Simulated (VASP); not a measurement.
# SiH3C in VASP: further runs

Runs on SiH3C. Level: PBE. Tasks: single point.

Program: VASP 6.6.1. These are calculated values, not measurements. Logs are shortened: lines on timing, memory, paths and dates and some standing lists are left out, and cuts for length are marked.

### Step 1. The cell of the first run

The cell holds a wire or tube with vacuum around it, 30 atoms: a = 14.100 Å, b = 14.800 Å, c = 7.586 Å, α = 90.00°, β = 90.00°, γ = 90.00°.

### Step 2. Single point, PBE

The input, INCAR:

```
PREC = Accurate
ENCUT = 520
EDIFF = 1E-6
ISMEAR = 0
SIGMA = 0.05
LREAL = Auto
LASPH = T
NELM = 100
ALGO = Normal
ISIF = 2
LWAVE = F
LCHARG = F
GGA = PE
NBANDS = 54
```

The input, KPOINTS:

```
Automatic mesh
0
Gamma
  1 1 5
```

The input, POSCAR:

```
SiH3C
1.0
   14.1000000000      0.0000000000      0.0000000000
    0.0000000000     14.8000000000      0.0000000000
    0.0000000000      0.0000000000      7.5859238507
Si C H
6 6 18
Direct
    0.6084805927      0.5000000000      0.0000000000
    0.4816707063      0.5000000000      0.3333333333
    0.4182657631      0.3953736337      0.0000000000
    0.5450756495      0.6046263663      0.6666666667
    0.4182657631      0.6046263663      0.0000000000
    0.5450756495      0.3953736337      0.6666666667
    0.5450756495      0.3953736337      0.4166666667
    0.4182657631      0.6046263663      0.7500000000
    0.5450756495      0.6046263663      0.4166666667
    0.4182657631      0.3953736337      0.7500000000
    0.4816707063      0.5000000000      0.0833333333
    0.6084805927      0.5000000000      0.7500000000
    0.6582956804      0.5822013450      0.0654721398
    0.6582956804      0.4177986550      0.0654721398
    0.5086337397      0.3352397638      0.3687709403
    0.6179594690      0.3953736337      0.3687709403
    0.3818238533      0.5444924965      0.7021042736
    0.3818238533      0.6647602362      0.7021042736
    0.3820405310      0.5000000000      0.3988054731
    0.5086337397      0.6647602362      0.3687709403
    0.6179594690      0.6046263663      0.3687709403
    0.3818238533      0.4555075035      0.7021042736
    0.3818238533      0.3352397638      0.7021042736
    0.3186355877      0.3953736337      0.0654721398
    0.4680808507      0.3131722887      0.0654721398
    0.5948907372      0.6868277113      0.7321388064
    0.3186355877      0.6046263663      0.0654721398
    0.4680808507      0.6868277113      0.0654721398
    0.5948907372      0.3131722887      0.7321388064
    0.6813644123      0.5000000000      0.7021042736
```

Potentials or basis: VASP PAW PBE potentials, release 64 (Si, C, H).

Run with:

```console
cat potpaw_PBE.64/Si/POTCAR potpaw_PBE.64/C/POTCAR potpaw_PBE.64/H/POTCAR > POTCAR
mpirun -np 1 vasp_std > vasp.out
```

OUTCAR:

```text
PREC = Accurate
   ENCUT = 520
   EDIFF = 1E-6
   ISMEAR = 0
   LREAL = Auto
   LASPH = T
   NELM = 100
   ISIF = 2
   GGA = PE

 ion  position               nearest neighbor table
   1  0.608  0.500  0.000-  13 1.49  14 1.49  11 1.90  12 1.90   3 3.10   5 3.10   4 3.10   6 3.10
                             2 3.10
   2  0.482  0.500  0.333-  19 1.49   9 1.90   7 1.90  11 1.90   3 3.10   5 3.10   1 3.10   4 3.10
                             6 3.10
   3  0.418  0.395  0.000-  25 1.49  24 1.49  11 1.90  10 1.90   5 3.10   1 3.10   2 3.10   6 3.10

   4  0.545  0.605  0.667-  26 1.49  12 1.90   8 1.90   9 1.90   6 3.10   1 3.10   5 3.10   2 3.10

   5  0.418  0.605  0.000-  28 1.49  27 1.49  11 1.90   8 1.90   3 3.10   1 3.10   2 3.10   4 3.10

   6  0.545  0.395  0.667-  29 1.49  12 1.90  10 1.90   7 1.90   4 3.10   1 3.10   3 3.10   2 3.10

   7  0.545  0.395  0.417-  16 1.09  15 1.09   2 1.90   6 1.90
   8  0.418  0.605  0.750-  17 1.09  18 1.09   4 1.90   5 1.90
   9  0.545  0.605  0.417-  21 1.09  20 1.09   2 1.90   4 1.90
  10  0.418  0.395  0.750-  22 1.09  23 1.09   6 1.90   3 1.90
  11  0.482  0.500  0.083-   3 1.90   5 1.90   1 1.90   2 1.90
  12  0.608  0.500  0.750-  30 1.09   6 1.90   4 1.90   1 1.90
  13  0.658  0.582  0.065-   1 1.49
  14  0.658  0.418  0.065-   1 1.49
  15  0.509  0.335  0.369-   7 1.09
  16  0.618  0.395  0.369-   7 1.09
  17  0.382  0.544  0.702-   8 1.09
  18  0.382  0.665  0.702-   8 1.09
[... 10 lines left out ...]
  29  0.595  0.313  0.732-   6 1.49
  30  0.681  0.500  0.702-  12 1.09

  LATTYP: Found a simple orthorhombic cell.
 ALAT       =     7.5859238507
 B/A-ratio  =     1.8587057130
 C/A-ratio  =     1.9509818832

  Lattice vectors:

 A1 = (   0.0000000000,   0.0000000000,   7.5859238507)
 A2 = (  14.1000000000,   0.0000000000,   0.0000000000)
 A3 = (   0.0000000000,  14.8000000000,   0.0000000000)

Analysis of symmetry for initial positions (statically):
=====================================================================
 Subroutine PRICEL returns:
 Original cell was already a primitive cell.

 Routine SETGRP: Setting up the symmetry group for a
 simple orthorhombic supercell.

 Subroutine GETGRP returns: Found  2 space group operations
 (whereof  2 operations were pure point group operations)
 out of a pool of  8 trial point group operations.

The static configuration has the point symmetry C_1h.

Analysis of symmetry for dynamics (positions and initial velocities):
=====================================================================
 Subroutine PRICEL returns:
 Original cell was already a primitive cell.

 Routine SETGRP: Setting up the symmetry group for a
 simple orthorhombic supercell.

 Subroutine GETGRP returns: Found  2 space group operations
 (whereof  2 operations were pure point group operations)
 out of a pool of  8 trial point group operations.

The dynamic configuration has the point symmetry C_1h.

 Subroutine INISYM returns: Found  2 space group operations
 (whereof  2 operations are pure point group operations),
 and found     1 'primitive' translations

----------------------------------------------------------------------------------------

                                     Primitive cell

  volume of cell :    1583.0306

  direct lattice vectors                    reciprocal lattice vectors
    14.100000000  0.000000000  0.000000000     0.070921986  0.000000000  0.000000000
     0.000000000 14.800000000  0.000000000     0.000000000  0.067567568  0.000000000
     0.000000000  0.000000000  7.585923851     0.000000000  0.000000000  0.131823100

  length of vectors
    14.100000000 14.800000000  7.585923851     0.070921986  0.067567568  0.131823100

  position of ions in fractional coordinates (direct lattice)
     0.608480593  0.500000000  0.000000000
     0.481670706  0.500000000  0.333333333
     0.418265763  0.395373634  0.000000000
     0.545075649  0.604626366  0.666666667
     0.418265763  0.604626366  0.000000000
     0.545075649  0.395373634  0.666666667
[... 22 lines left out ...]
     0.594890737  0.313172289  0.732138806
     0.681364412  0.500000000  0.702104274

  ion indices of the primitive-cell ions
   primitive index   ion index
                 1           1
                 2           2
                 3           3
                 4           4
                 5           5
                 6           6
[... 22 lines left out ...]
                29          29
                30          30

----------------------------------------------------------------------------------------

 KPOINTS: Automatic mesh

Automatic generation of k-mesh.
 Grid dimensions read from file:
 generate k-points for:    1    1    5

 Generating k-lattice:

  Cartesian coordinates                     Fractional coordinates (reciprocal lattice)
     0.070921986  0.000000000  0.000000000     1.000000000  0.000000000  0.000000000
     0.000000000  0.067567568  0.000000000     0.000000000  1.000000000  0.000000000
     0.000000000  0.000000000  0.026364620     0.000000000  0.000000000  0.200000000

  Length of vectors
     0.070921986  0.067567568  0.026364620

  Shift w.r.t. Gamma in fractional coordinates (k-lattice)
     0.000000000  0.000000000  0.000000000

 Subroutine IBZKPT returns following result:
 ===========================================

 Found      3 irreducible k-points:

 Following reciprocal coordinates:
            Coordinates               Weight
  0.000000  0.000000  0.000000      1.000000
  0.000000  0.000000  0.200000      2.000000
  0.000000  0.000000  0.400000      2.000000
   k-points           NKPTS =      3   k-points in BZ     NKDIM =      3   number of bands    NBANDS=     54
   number of dos      NEDOS =    301   number of ions     NIONS =     30
   total plane-waves  NPLWV = 677376
   dimension x,y,z NGX =   108 NGY =  112 NGZ =   56
   dimension x,y,z NGXF=   216 NGYF=  224 NGZF=  112
   ions per type =               6   6  18
   NGX,Y,Z   is equivalent  to a cutoff of  12.73, 12.58, 12.27 a.u.
   NGXF,Y,Z  is equivalent  to a cutoff of  25.47, 25.16, 24.54 a.u.
 SYSTEM =  unknown system
   PREC   = accura    normal or accurate (medium, high low for compatibility)
   ISTART =      0    job   : 0-new  1-cont  2-samecut
   ICHARG =      2    charge: 1-file 2-atom 10-const
   ISPIN  =      1    spin polarized calculation?
   LNONCOLLINEAR =      F non collinear calculations
   LSORBIT =      F    spin-orbit coupling
   LASPH  =      T    aspherical Exc in radial PAW
   ENCUT  =  520.0 eV  38.22 Ry    6.18 a.u.  26.22 27.52 14.10*2*pi/ulx,y,z
   NELM   =    100;   NELMIN=  2; NELMDL= -5     # of ELM steps
   EDIFF  = 0.1E-05   stopping-criterion for ELM
   LREAL  =      T    real-space projection
   EDIFFG = 0.1E-04   stopping-criterion for IOM
   NSW    =      0    number of steps for IOM
   IBRION =     -1    ionic relax: 0-MD 1-quasi-New 2-CG
   NFREE  =      0    steps in history (QN), initial steepest desc. (CG)
   ISIF   =      2    stress and relaxation
   ISYM   =      2    0-nonsym 1-usesym 2-fastsym
   POTIM  = 0.5000    time-step for ionic-motion
   TEBEG  =    0.0;   TEEND  =   0.0 temperature during run
   PSTRESS=    0.0 pullay stress
   NELECT =      66.0000    total number of electrons
   NUPDOWN=      -1.0000    fix difference up-down
   EMIN   =  10.00;   EMAX   =-10.00  energy-range for DOS
   EFERMI =   0.00;   METHOD = LEGACY
   ISMEAR =     0;   SIGMA  =   0.05  broadening in eV -4-tet -1-fermi 0-gaus
   EFERMI_NEDOS =   21; number of points for ismear=-14 and -15
   IALGO  =     38    algorithm
   IMIX   =      4    mixing-type and parameters
     AMIX     =   0.40;   BMIX     =  1.00
     AMIX_MAG =   1.60;   BMIX_MAG =  1.00
  volume/ion in A,a.u.               =      52.77       356.09
  Fermi-wavevector in a.u.,A,eV,Ry     =   0.567666  1.072734  4.384408  0.322245
  Thomas-Fermi vector in A             =   1.606573
   LORBIT       =      0    0 simple, 1 ext, 2 COOP (PROOUT), +10 PAW based schemes
   GGA     = PE    functional components
   LHFCALC =     F    Hartree Fock is set to
   AEXX    =    0.0000 exact exchange contribution
   IVDW    =     0    specifies the selected vdW correction
   LEPSILON=     F    determine dielectric tensor
   LRPA    =     F    only Hartree local field effects (RPA)
 non-spin polarized calculation
 Gauss-broadening in eV      SIGMA  =   0.05
  energy-cutoff  :      520.00
  volume of cell :     1583.03
 maximum number of plane-waves:     42634
 NGX is ok and might be reduce to   108
   NGX = 53   NGY = 55   NGZ = 29

 number of electron      66.0000004 magnetization

 Free energy of the ion-electron system (eV)
  ---------------------------------------------------
  ext. energy  EPLUGINS =         0.00000000
  ---------------------------------------------------
  free energy    TOTEN  =      -151.85501437 eV

  energy without entropy =     -151.85501437  energy(sigma->0) =     -151.85501437

 E-fermi :  -4.7713     XC(G=0):  -2.1424

 val. band max:       -4.9949490877   @ k =   0.0000   0.0000   0.0000
 cond. band min:       0.1248548390   @ k =   0.0000   0.0000   0.0000
 fundamental gap:      5.1198039267
 Fermi energy:        -4.7713216501

 k-point     1 :       0.0000    0.0000    0.0000
  band No.  band energies     occupation
      1     -17.4359      2.00000
      2     -16.1174      2.00000
      3     -16.0678      2.00000
      4     -15.6535      2.00000
      5     -15.5720      2.00000
      6     -15.3095      2.00000
[... 37 lines left out ...]
     44       1.6999      0.00000
     45       1.7186      0.00000

 k-point     2 :       0.0000    0.0000    0.2000
  band No.  band energies     occupation
      1     -17.3799      2.00000
      2     -16.3356      2.00000
      3     -16.0539      2.00000
      4     -15.7632      2.00000
      5     -15.3320      2.00000
      6     -15.2623      2.00000
[... 37 lines left out ...]
     44       1.6309      0.00000
     45       1.7020      0.00000

 k-point     3 :       0.0000    0.0000    0.4000
  band No.  band energies     occupation
      1     -17.2497      2.00000
      2     -16.6441      2.00000
      3     -16.0295      2.00000
      4     -15.7807      2.00000
      5     -15.3702      2.00000
      6     -15.0037      2.00000
[... 37 lines left out ...]
     44       1.5763      0.00000
     45       1.6999      0.00000
 [bands above 45 left out]

------------------------ aborting loop because EDIFF is reached ----------------------------------------

  FORCE on cell =-STRESS in cart. coord.  units (eV):
  Direction    XX          YY          ZZ          XY          YZ          ZX
  --------------------------------------------------------------------------------------
  -------------------------------------------------------------------------------------
  Total        0.4133439      4.1196903      2.3181251      0.0000000      0.0000000     -0.3305868
  in kB        0.4183433      4.1695179      2.3461628      0.0000000      0.0000000     -0.3345852
  external PRESSURE =       2.3113413 kB  Pullay stress =       0.0000000 kB

 VOLUME and BASIS-vectors are now :
 -----------------------------------------------------------------------------
  energy-cutoff  :      520.00
  volume of cell :     1583.03
      direct lattice vectors                 reciprocal lattice vectors
    14.100000000  0.000000000  0.000000000     0.070921986  0.000000000  0.000000000
     0.000000000 14.800000000  0.000000000     0.000000000  0.067567568  0.000000000
     0.000000000  0.000000000  7.585923851     0.000000000  0.000000000  0.131823100

 POSITION                                       TOTAL-FORCE (eV/Angst)
 -----------------------------------------------------------------------------------
      8.57958      7.40000      0.00000        -0.272781      0.000000     -0.423404
      6.79156      7.40000      2.52864         0.676602      0.000000     -0.395198
      5.89755      5.85153      0.00000         0.001511      0.384296     -0.386691
      7.68557      8.94847      5.05728        -0.061314     -0.119885     -0.489011
      5.89755      8.94847      0.00000         0.001511     -0.384296     -0.386691
      7.68557      5.85153      5.05728        -0.061314      0.119885     -0.489011
[... 22 lines left out ...]
      8.38796      4.63495      5.55395         0.034198     -0.146680      0.128934
      9.60724      7.40000      5.32611         0.396891      0.000000     -0.130753
 -----------------------------------------------------------------------------------
    total drift:                                0.002789      0.000000      0.016483

  FREE ENERGIE OF THE ION-ELECTRON SYSTEM (eV)
  ---------------------------------------------------
  free  energy   TOTEN  =      -151.8550143667 eV

  energy  without entropy=     -151.8550143667  energy(sigma->0) =     -151.85501437
```

Wall time 22 min (1 thread of Intel Xeon 8259CL, shared host); peak memory 1.3 GiB.

Results:

- Free energy: -151.8550 eV
- Largest force: 1.086 eV/Å
- Band gap on the k mesh: 5.12 eV

Forces on the atoms (eV/Å):
```
Si  -0.273  0.000 -0.423
Si   0.677  0.000 -0.395
Si   0.002  0.384 -0.387
Si  -0.061 -0.120 -0.489
Si   0.002 -0.384 -0.387
Si  -0.061  0.120 -0.489
C   -0.429  0.600  0.702
C    0.690  0.578  0.608
C   -0.429 -0.600  0.702
C    0.690 -0.578  0.608
C   -0.109  0.000  0.012
C   -0.754  0.000  0.437
H    0.128  0.053  0.075
H    0.128 -0.053  0.075
H   -0.052 -0.306 -0.130
H    0.285 -0.076 -0.168
H   -0.192  0.789 -0.093
H   -0.170  0.301 -0.145
H   -0.136  0.000 -0.039
H   -0.052  0.306 -0.130
H    0.285  0.076 -0.168
H   -0.192 -0.789 -0.093
H   -0.170 -0.301 -0.145
H   -0.115 -0.055  0.159
H   -0.021 -0.124  0.009
H    0.034  0.147  0.129
H   -0.115  0.055  0.159
H   -0.021  0.124  0.009
H    0.034 -0.147  0.129
H    0.397  0.000 -0.131
```

Levels at points of the mesh, in eV from the valence-band top:
```tsv
k point	band 31	band 32	band 33	band 34	band 35	band 36
(0.00, 0.00, 0.00)	-0.69	-0.51	0.00	5.12	5.15	5.30
```

### Step 3. Single point, PBE

This run uses another cell than the first one.

The input, INCAR:

```
SYSTEM = SiH3C
ALGO = Normal
EDIFF = 1E-7
ENCUT = 520
GGA = PE
ISIF = 2
ISMEAR = 0
LASPH = .TRUE.
LCHARG = .FALSE.
LREAL = Auto
LWAVE = .FALSE.
NBANDS = 54
NELM = 100
PREC = Accurate
SIGMA = 0.05
```

The input, KPOINTS:

```
k-points
0
G
  1 1 5
  0 0 0
```

The input, POSCAR:

```
SiH3C
1.0
   14.1000000000      0.0000000000      0.0000000000
    0.0000000000     14.8000000000      0.0000000000
    0.0000000000      0.0000000000      7.7648713672
Si C H
6 6 18
Direct
    0.6067489101      0.5000000000     -0.0109486018
    0.4819041346      0.5000000000      0.3247330369
    0.4187653568      0.3946069622      0.0009199758
    0.5453472248      0.6064532588      0.6617832080
    0.4187653568      0.6053930378      0.0009199758
    0.5453472248      0.3935467412      0.6617832080
    0.5403535488      0.3965271363      0.4191044232
    0.4237277269      0.6207712813      0.7599707822
    0.5403535488      0.6034728637      0.4191044232
    0.4237277269      0.3792287187      0.7599707822
    0.4820848854      0.5000000000      0.0790836263
    0.6027336503      0.5000000000      0.7469724872
    0.6595741025      0.5814434585      0.0527468914
    0.6595741025      0.4185565415      0.0527468914
    0.5043226079      0.3350915899      0.3732536922
    0.6137989354      0.3923826585      0.3708569291
    0.3732582962      0.5743889561      0.6977691692
    0.3984874036      0.6896689981      0.7317242849
    0.3796584736      0.5000000000      0.3797548202
    0.5043226079      0.6649084101      0.3732536922
    0.6137989354      0.6076173415      0.3708569291
    0.3732582962      0.4256110439      0.6977691692
    0.3984874036      0.3103310019      0.7317242849
    0.3177390329      0.3973613842      0.0610963645
    0.4641204394      0.3131904402      0.0807290717
    0.6042074130      0.6858105671      0.7174629803
    0.3177390329      0.6026386158      0.0610963645
    0.4641204394      0.6868095598      0.0807290717
    0.6042074130      0.3141894329      0.7174629803
    0.6768265039      0.5000000000      0.7004234733
```

Potentials or basis: VASP PAW PBE potentials, release 64 (Si, C, H).

Run with:

```console
cat potpaw_PBE.64/Si/POTCAR potpaw_PBE.64/C/POTCAR potpaw_PBE.64/H/POTCAR > POTCAR
mpirun -np 1 vasp_std > vasp.out
```

It took 25 min on 1 thread of Intel Xeon 8259CL, shared host; peak memory 1.4 GiB.

It converged, with:

```yaml
Free_energy: -152.4194 eV
Largest_force: 0.032 eV/Å
Band_gap_on_the_k_mesh: 5.26 eV
```

Forces in eV/Å, atoms in the order of the input:
```
Si   0.015  0.000  0.019
Si  -0.020  0.000  0.024
Si  -0.008 -0.017  0.003
Si   0.005  0.012 -0.001
Si  -0.008  0.017  0.003
Si   0.005 -0.012 -0.001
C   -0.006  0.014  0.024
C    0.008 -0.004  0.019
C   -0.006 -0.014  0.024
C    0.008  0.004  0.019
C    0.010  0.000 -0.001
C   -0.032  0.000  0.001
H   -0.007 -0.009 -0.007
H   -0.007  0.009 -0.007
H   -0.014 -0.018 -0.009
H    0.027  0.007 -0.011
H   -0.006 -0.016 -0.016
H   -0.007  0.027 -0.005
H    0.014  0.000 -0.009
H   -0.014  0.018 -0.009
H    0.027 -0.007 -0.011
H   -0.006  0.016 -0.016
H   -0.007 -0.027 -0.005
H    0.013  0.003 -0.003
H   -0.007  0.014 -0.006
H   -0.004 -0.011 -0.005
H    0.013 -0.003 -0.003
H   -0.007 -0.014 -0.006
H   -0.004  0.011 -0.005
H    0.025  0.000 -0.003
```

Levels at points of the mesh, in eV from the valence-band top:
| k point | band 31 | band 32 | band 33 | band 34 | band 35 | band 36 |
| --- | --- | --- | --- | --- | --- | --- |
| (0.00, 0.00, 0.00) | -0.53 | -0.34 | 0.00 | 5.26 | 5.37 | 5.50 |
